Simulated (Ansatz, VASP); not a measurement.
# One calculation of Pb, two programs

INCAR

```
SYSTEM = Pb
ALGO     = Normal         ! electronic algorithm
EDIFF    = 1E-6           ! SCF threshold, eV
ENCUT    = 520            ! plane-wave cutoff, eV
ISIF     = 2              ! what is computed and relaxed
ISMEAR   = -1             ! smearing method
LASPH    = .True.         ! aspherical terms in the spheres
LCHARG   = .False.        ! write CHGCAR
LREAL    = .False.        ! projectors in reciprocal space
LWAVE    = .False.        ! write WAVECAR
NBANDS   = 21             ! bands
NELM     = 80             ! most SCF steps
PREC     = Accurate       ! precision mode
SIGMA    = 0.05           ! smearing width, eV
```

KPOINTS

```
k-points
0
Gamma
  8 8 8
  0 0 0
```

The input POSCAR:

```
Pb
1.0
    0.0000000000      3.4504253888      3.4504253888
    3.4504253888      0.0000000000      3.4504253888
    3.4504253888      3.4504253888      0.0000000000
Pb
2
Direct
    0.0000000000      0.0000000000      0.0000000000
    0.2500000000      0.2500000000      0.2500000000
```

Input for Ansatz:

```yaml
crystal:
  lattice:
    - [0.0, 3.4504253888, 3.4504253888]
    - [3.4504253888, 0.0, 3.4504253888]
    - [3.4504253888, 3.4504253888, 0.0]
  atoms:
    - { symbol: Pb, position: [0.0, 0.0, 0.0] }
    - { symbol: Pb, position: [0.25, 0.25, 0.25] }
kpoints:
  mp_grid: { grid: [8, 8, 8] }
  band_path:
    path:
      - [0.0, 0.0, 0.0]
      - [0.5, 0.0, 0.5]
      - [0.625, 0.25, 0.625]
      - [0.375, 0.375, 0.75]
      - [0.0, 0.0, 0.0]
      - [0.5, 0.5, 0.5]
      - [0.5, 0.25, 0.75]
      - [0.5, 0.0, 0.5]
    npoints: 5
scf:
  occupations: { method: fermi_dirac, width: 0.05 }
hamiltonian:
  xc: lda
  pseudopotentials: { kind: all_electron, lapw: { basis_error: 0.00025 } }
output:
  forces: true
  stress: true
  eigenvalues: true
```

Change from the starting cell: volume scaled by 1.01.

Alike in both runs: task single point; functional LDA; k mesh 8 × 8 × 8; occupations fermi-dirac, width 0.05 eV; no spin polarisation.

|  | VASP | Ansatz |
| --- | --- | --- |
| version | VASP 6.6.1 | Ansatz 0.2.0 |
| potentials or method | VASP PAW LDA potentials, release 64 (Pb_d), cutoff 520 eV | all-electron LAPW, scalar-relativistic |

```csv
,VASP,Ansatz,Ansatz less VASP
pressure (GPa),-1.1,-1.0,+0.03
```

LDA's correlation is that of Perdew and Zunger in VASP and of Perdew and Wang (1992) in Ansatz. Ansatz ran all-electron here, and VASP with PAW potentials.

Spin-orbit coupling is off throughout.
